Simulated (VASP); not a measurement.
# TiO2 (P1) in VASP: single point with PBE+U

Aim: the single point of TiO2 with PBE+U.

All numbers are computed with VASP 6.6.1; they aren't measurements. Logs are shortened: lines on timing, memory, paths and dates and some standing lists are left out, and cuts for length are marked.

**1. The cell of the first run**

The typed cell holds 6 atoms: a = 3.757 Å, b = 3.685 Å, c = 5.457 Å, α = 69.18°, β = 70.01°, γ = 87.74°.

**2. Single point, PBE+U, collinear spin**

INCAR reads:

```
ALGO     = Normal         # electronic algorithm
EDIFF    = 1E-7           # SCF threshold, eV
ENCUT    = 520            # plane-wave cutoff, eV
GGA      = PE             # functional
ISIF     = 2              # what is computed and relaxed
ISMEAR   = -1             # smearing method
ISPIN    = 2              # spin polarisation
LASPH    = T              # aspherical terms in the spheres
LCHARG   = F              # write CHGCAR
LDAU     = T              # DFT+U
LDAUJ    = 0 0          
LDAUL    = 2 -1           # shell
LDAUPRINT= 1            
LDAUTYPE = 2            
LDAUU    = 2.07 0         # U, eV
LMAXMIX  = 4              # l up to which the mixer works
LORBIT   = 11             # projections on sites
LREAL    = F              # projectors in reciprocal space
LWAVE    = F              # write WAVECAR
MAGMOM   = 1 1 0 0 0 0    # initial moments
NBANDS   = 37             # bands
NELM     = 150            # most SCF steps
PREC     = Accurate       # precision mode
SIGMA    = 0.0132         # smearing width, eV
```

KPOINTS reads:

```
Automatic mesh
0
Gamma
  5 5 4
  0.5 0.5 0.5
```

POSCAR reads:

```
TiO2
1.0
    0.0735800000      3.7559150000      0.0339550000
    3.6846950000      0.0735800000     -0.0093320000
    1.8908810000      1.8720170000     -4.7641440000
Ti O
2 4
Direct
    0.0139130000      0.0140680000      0.9893140000
    0.7740780000      0.2749300000      0.4840950000
    0.2082620000      0.1860260000      0.5837370000
    0.9438240000      0.4714540000      0.0791520000
    0.5339530000      0.0117810000      0.9247630000
    0.7772700000      0.8315010000      0.4079790000
```

Potentials or basis: VASP PAW PBE potentials, release 64 (Ti_sv, O).

Command:

```sh
cat potpaw_PBE.64/Ti_sv/POTCAR potpaw_PBE.64/O/POTCAR > POTCAR
mpirun -np 1 vasp_std > vasp.out
```

OUTCAR:

```text
EDIFF = 1E-7
   ENCUT = 520
   GGA = PE
   ISIF = 2
   ISMEAR = -1
   ISPIN = 2
   LASPH = T
   LORBIT = 11
   LREAL = F
   NELM = 150
   PREC = Accurate

 ion  position               nearest neighbor table
   1  0.014  0.014  0.989-   5 1.86   4 1.89   4 1.90   3 1.94   5 1.95   6 2.01
   2  0.774  0.275  0.484-   6 1.82   3 1.87   4 1.94   6 1.94   3 2.01   5 2.11
   3  0.208  0.186  0.584-   2 1.87   1 1.94   2 2.01
   4  0.944  0.471  0.079-   1 1.89   1 1.90   2 1.94
   5  0.534  0.012  0.925-   1 1.86   1 1.95   2 2.11
   6  0.777  0.832  0.408-   2 1.82   2 1.94   1 2.01

  LATTYP: Found a triclinic cell.
 ALAT       =     3.6854414045
 B/A-ratio  =     1.3994729299
 C/A-ratio  =     1.4806437263
 COS(alpha) =     0.0050105826
 COS(beta)  =     0.3555063813
 COS(gamma) =     0.6857692559

  Lattice vectors:

 A1 = (   3.6846950000,   0.0735800000,  -0.0093320000)
 A2 = (   3.6111150000,  -3.6823350000,  -0.0432870000)
 A3 = (   1.8908810000,   1.8720170000,  -4.7641440000)

Analysis of symmetry for initial positions (statically):
=====================================================================
 Subroutine PRICEL returns:
 Original cell was already a primitive cell.

 Routine SETGRP: Setting up the symmetry group for a
 triclinic supercell.

 Subroutine GETGRP returns: Found  1 space group operations
 (whereof  1 operations were pure point group operations)
 out of a pool of  2 trial point group operations.

The static configuration has the point symmetry C_1 .

Analysis of symmetry for dynamics (positions and initial velocities):
=====================================================================
 Subroutine PRICEL returns:
 Original cell was already a primitive cell.

 Routine SETGRP: Setting up the symmetry group for a
 triclinic supercell.

 Subroutine GETGRP returns: Found  1 space group operations
 (whereof  1 operations were pure point group operations)
 out of a pool of  2 trial point group operations.

The dynamic configuration has the point symmetry C_1 .

Analysis of structural, dynamic, and magnetic symmetry:
=====================================================================
 Subroutine PRICEL returns:
 Original cell was already a primitive cell.

 Routine SETGRP: Setting up the symmetry group for a
 triclinic supercell.

 Subroutine GETGRP returns: Found  1 space group operations
 (whereof  1 operations were pure point group operations)
 out of a pool of  2 trial point group operations.

The overall configuration has the point symmetry C_1 .

 Subroutine INISYM returns: Found  1 space group operations
 (whereof  1 operations are pure point group operations),
 and found     1 'primitive' translations

----------------------------------------------------------------------------------------

                                     Primitive cell

  volume of cell :      66.0716

  direct lattice vectors                    reciprocal lattice vectors
     0.073580000  3.755915000  0.033955000    -0.005041137  0.265420692  0.102293268
     3.684695000  0.073580000 -0.009332000     0.271785187 -0.006277289  0.105404508
     1.890881000  1.872017000 -4.764144000    -0.000568302  0.001904002 -0.209378698

  length of vectors
     3.756789114  3.685441404  5.456825694     0.284495113  0.291576237  0.209388126

  position of ions in fractional coordinates (direct lattice)
     0.013913000  0.014068000  0.989314000
     0.774078000  0.274930000  0.484095000
     0.208262000  0.186026000  0.583737000
     0.943824000  0.471454000  0.079152000
     0.533953000  0.011781000  0.924763000
     0.777270000  0.831501000  0.407979000

  ion indices of the primitive-cell ions
   primitive index   ion index
                 1           1
                 2           2
                 3           3
                 4           4
[... 114 lines left out ...]

 number of electron      48.0000008 magnetization       0.0000579

atom =   1  type =  1  l = 2

 onsite density matrix

spin component  1

  0.1256 -0.0024 -0.0029  0.0054  0.0019
 -0.0024  0.1123 -0.0045  0.0006 -0.0065
 -0.0029 -0.0045  0.2570 -0.0056  0.0035
  0.0054  0.0006 -0.0056  0.1203  0.0033
  0.0019 -0.0065  0.0035  0.0033  0.2732

spin component  2

  0.1256 -0.0024 -0.0029  0.0054  0.0019
 -0.0024  0.1124 -0.0045  0.0006 -0.0065
 -0.0029 -0.0045  0.2570 -0.0056  0.0035
  0.0054  0.0006 -0.0056  0.1203  0.0033
  0.0019 -0.0065  0.0035  0.0033  0.2732

 occupancies and eigenvectors

  o =  0.1112  v =  0.2330  0.9500  0.0250 -0.2028  0.0387  0.0000  0.0000  0.0000  0.0000  0.0000      0.0000  0.0000  0.0000  0.0000  0.0000  0.0000  0.0000  0.0000  0.0000  0.0000
  o =  0.1113  v =  0.0000  0.0000  0.0000  0.0000  0.0000  0.2330  0.9500  0.0250 -0.2028  0.0387      0.0000  0.0000  0.0000  0.0000  0.0000  0.0000  0.0000  0.0000  0.0000  0.0000
  o =  0.1174  v =  0.4542 -0.2902 -0.0338 -0.8416  0.0011  0.0000  0.0000  0.0000  0.0000  0.0000      0.0000  0.0000  0.0000  0.0000  0.0000  0.0000  0.0000  0.0000  0.0000  0.0000
  o =  0.1174  v =  0.0000  0.0000  0.0000  0.0000  0.0000  0.4541 -0.2902 -0.0338 -0.8417  0.0011      0.0000  0.0000  0.0000  0.0000  0.0000  0.0000  0.0000  0.0000  0.0000  0.0000
  o =  0.1288  v = -0.8595  0.1043 -0.0381 -0.4982  0.0287  0.0000  0.0000  0.0000  0.0000  0.0000      0.0000  0.0000  0.0000  0.0000  0.0000  0.0000  0.0000  0.0000  0.0000  0.0000
  o =  0.1288  v =  0.0000  0.0000  0.0000  0.0000  0.0000 -0.8595  0.1043 -0.0381 -0.4981  0.0287      0.0000  0.0000  0.0000  0.0000  0.0000  0.0000  0.0000  0.0000  0.0000  0.0000
  o =  0.2567  v = -0.0258 -0.0211  0.9777 -0.0462 -0.2021  0.0000  0.0000  0.0000  0.0000  0.0000      0.0000  0.0000  0.0000  0.0000  0.0000  0.0000  0.0000  0.0000  0.0000  0.0000
  o =  0.2567  v =  0.0000  0.0000  0.0000  0.0000  0.0000 -0.0258 -0.0211  0.9777 -0.0462 -0.2021      0.0000  0.0000  0.0000  0.0000  0.0000  0.0000  0.0000  0.0000  0.0000  0.0000
  o =  0.2742  v =  0.0101 -0.0447  0.2022  0.0140  0.9782  0.0000  0.0000  0.0000  0.0000  0.0000      0.0000  0.0000  0.0000  0.0000  0.0000  0.0000  0.0000  0.0000  0.0000  0.0000
  o =  0.2743  v =  0.0000  0.0000  0.0000  0.0000  0.0000  0.0101 -0.0447  0.2022  0.0140  0.9782      0.0000  0.0000  0.0000  0.0000  0.0000  0.0000  0.0000  0.0000  0.0000  0.0000

atom =   2  type =  1  l = 2

 onsite density matrix

spin component  1

  0.1259  0.0005 -0.0035 -0.0092  0.0067
  0.0005  0.1226  0.0060  0.0020  0.0115
 -0.0035  0.0060  0.2491  0.0086 -0.0117
 -0.0092  0.0020  0.0086  0.1149 -0.0128
  0.0067  0.0115 -0.0117 -0.0128  0.2712

spin component  2

  0.1259  0.0005 -0.0035 -0.0092  0.0067
  0.0005  0.1226  0.0060  0.0020  0.0115
 -0.0035  0.0060  0.2491  0.0086 -0.0117
 -0.0092  0.0020  0.0086  0.1149 -0.0128
  0.0067  0.0115 -0.0117 -0.0128  0.2712

 occupancies and eigenvectors

  o =  0.1087  v = -0.4436  0.1752  0.0303 -0.8763 -0.0609  0.0000  0.0000  0.0000  0.0000  0.0000      0.0000  0.0000  0.0000  0.0000  0.0000  0.0000  0.0000  0.0000  0.0000  0.0000
  o =  0.1087  v =  0.0000  0.0000  0.0000  0.0000  0.0000 -0.4436  0.1752  0.0303 -0.8763 -0.0609      0.0000  0.0000  0.0000  0.0000  0.0000  0.0000  0.0000  0.0000  0.0000  0.0000
  o =  0.1216  v =  0.1916  0.9716 -0.0543  0.1009 -0.0788  0.0000  0.0000  0.0000  0.0000  0.0000      0.0000  0.0000  0.0000  0.0000  0.0000  0.0000  0.0000  0.0000  0.0000  0.0000
  o =  0.1217  v =  0.0000  0.0000  0.0000  0.0000  0.0000  0.1916  0.9716 -0.0543  0.1009 -0.0788      0.0000  0.0000  0.0000  0.0000  0.0000  0.0000  0.0000  0.0000  0.0000  0.0000
  o =  0.1300  v =  0.8738 -0.1266  0.0589 -0.4609 -0.0679  0.0000  0.0000  0.0000  0.0000  0.0000      0.0000  0.0000  0.0000  0.0000  0.0000  0.0000  0.0000  0.0000  0.0000  0.0000
  o =  0.1300  v =  0.0000  0.0000  0.0000  0.0000  0.0000  0.8738 -0.1266  0.0589 -0.4609 -0.0679      0.0000  0.0000  0.0000  0.0000  0.0000  0.0000  0.0000  0.0000  0.0000  0.0000
  o =  0.2450  v =  0.0070 -0.0815 -0.9185 -0.0248 -0.3861  0.0000  0.0000  0.0000  0.0000  0.0000      0.0000  0.0000  0.0000  0.0000  0.0000  0.0000  0.0000  0.0000  0.0000  0.0000
  o =  0.2450  v =  0.0000  0.0000  0.0000  0.0000  0.0000  0.0070 -0.0815 -0.9185 -0.0248 -0.3861      0.0000  0.0000  0.0000  0.0000  0.0000  0.0000  0.0000  0.0000  0.0000  0.0000
  o =  0.2785  v = -0.0548 -0.0516  0.3861  0.0944 -0.9145  0.0000  0.0000  0.0000  0.0000  0.0000      0.0000  0.0000  0.0000  0.0000  0.0000  0.0000  0.0000  0.0000  0.0000  0.0000
  o =  0.2785  v =  0.0000  0.0000  0.0000  0.0000  0.0000 -0.0548 -0.0516  0.3861  0.0944 -0.9145      0.0000  0.0000  0.0000  0.0000  0.0000  0.0000  0.0000  0.0000  0.0000  0.0000

 number of electron      48.0000008 magnetization      -0.0000009

 Free energy of the ion-electron system (eV)
  ---------------------------------------------------
  ext. energy  EPLUGINS =         0.00000000
  ---------------------------------------------------
  free energy    TOTEN  =       -50.38397741 eV

  energy without entropy =      -50.38397741  energy(sigma->0) =      -50.38397741

 E-fermi :   4.2539     XC(G=0): -10.9101

 val. band max:        3.8917186784   @ k =   0.5000   0.5000   0.3750
 cond. band min:       6.7525676724   @ k =   0.1000   0.1000   0.1250
 fundamental gap:      2.8608489940
 Fermi energy:         4.2538563270

 spin component 1

 k-point     1 :       0.1000    0.1000    0.1250
  band No.  band energies     occupation
      1     -52.9572      1.00000
      2     -52.7619      1.00000
      3     -29.3863      1.00000
      4     -29.2286      1.00000
      5     -29.1608      1.00000
      6     -29.0088      1.00000
[... 1865 lines left out ...]
     35      13.3970      0.00000
     36      15.2753      0.00000

 [... further k-points ...]

 [bands above 36 left out]

------------------------ aborting loop because EDIFF is reached ----------------------------------------

  FORCE on cell =-STRESS in cart. coord.  units (eV):
  Direction    XX          YY          ZZ          XY          YZ          ZX
  --------------------------------------------------------------------------------------
  -------------------------------------------------------------------------------------
  Total       10.7018965      5.8510374      5.8378143     -0.8486695     -1.0765279      0.8098802
  in kB      259.5114070    141.8824169    141.5617693    -20.5794752    -26.1048368     19.6388704
  external PRESSURE =     180.9851977 kB  Pullay stress =       0.0000000 kB

 VOLUME and BASIS-vectors are now :
 -----------------------------------------------------------------------------
  energy-cutoff  :      520.00
  volume of cell :       66.07
      direct lattice vectors                 reciprocal lattice vectors
     0.073580000  3.755915000  0.033955000    -0.005041137  0.265420692  0.102293268
     3.684695000  0.073580000 -0.009332000     0.271785187 -0.006277289  0.105404508
     1.890881000  1.872017000 -4.764144000    -0.000568302  0.001904002 -0.209378698

 POSITION                                       TOTAL-FORCE (eV/Angst)
 -----------------------------------------------------------------------------------
      1.92354      1.90530     -4.71289         0.149429     -0.216981      0.215790
      1.98536      3.83383     -2.28258         0.502331     -0.692429     -1.292942
      1.80455      1.88867     -2.77567         0.868494     -0.028486      0.467022
      1.95628      3.72779     -0.34944         0.076360      0.345839      0.093674
      1.83131      3.73752     -4.38768         0.724102      0.357588      0.718868
      3.89246      3.74429     -1.92504        -2.320717      0.234470     -0.202411
 -----------------------------------------------------------------------------------
    total drift:                               -0.000082     -0.000040      0.000327

  FREE ENERGIE OF THE ION-ELECTRON SYSTEM (eV)
  ---------------------------------------------------
  free  energy   TOTEN  =       -50.3839774092 eV

  energy  without entropy=      -50.3839774092  energy(sigma->0) =      -50.38397741

 total charge

# of ion       s       p       d       tot
------------------------------------------
    1        2.244   6.340   1.744  10.328
    2        2.238   6.319   1.736  10.293
    3        1.574   3.528   0.000   5.102
    4        1.577   3.552   0.000   5.129
    5        1.573   3.513   0.000   5.087
    6        1.577   3.548   0.000   5.125
--------------------------------------------------
tot         10.784  26.800   3.480  41.064

 magnetization (x)

# of ion       s       p       d       tot
------------------------------------------
    1       -0.000   0.000  -0.000  -0.000
    2       -0.000   0.000  -0.000  -0.000
    3       -0.000  -0.000   0.000  -0.000
    4       -0.000  -0.000   0.000  -0.000
    5       -0.000  -0.000   0.000  -0.000
    6       -0.000  -0.000   0.000  -0.000
--------------------------------------------------
tot         -0.000  -0.000  -0.000  -0.000
```

It took 6.7 min on 1 thread of AMD EPYC 7R13, shared host; peak memory 0.28 GiB.

What came out:

| Quantity | Value |
| --- | --- |
| Free energy | -50.3840 eV |
| Pressure | 18.1 GPa |
| Largest force | 2.341 eV/Å |
| Band gap on the k mesh | 2.86 eV (least direct gap 3.10 eV) |
| Net moment | 0.00 μB per cell |
| Valence electrons inside the program's atomic spheres | Ti 10.33, 10.29; O 5.10, 5.13, 5.09, 5.12 |

Forces in eV/Å, atoms in the order of the input:
```
Ti   0.149 -0.217  0.216
Ti   0.502 -0.692 -1.293
O    0.868 -0.028  0.467
O    0.076  0.346  0.094
O    0.724  0.358  0.719
O   -2.321  0.234 -0.202
```

Eigenvalues of the final occupation matrices:
```tsv
site	spin	trace	eigenvalues
site 1 d	1	0.89	0.11 0.12 0.13 0.26 0.27
site 1 d	2	0.89	0.11 0.12 0.13 0.26 0.27
site 2 d	1	0.88	0.11 0.12 0.13 0.24 0.28
site 2 d	2	0.88	0.11 0.12 0.13 0.24 0.28
```

Caveat: the cell stands under pressure; a shifted mesh leaves out Γ, where band edges can lie; forces of over 1 eV/Å act on the atoms, so gaps and moduli don't describe the material at rest. A k mesh can miss the band edges.
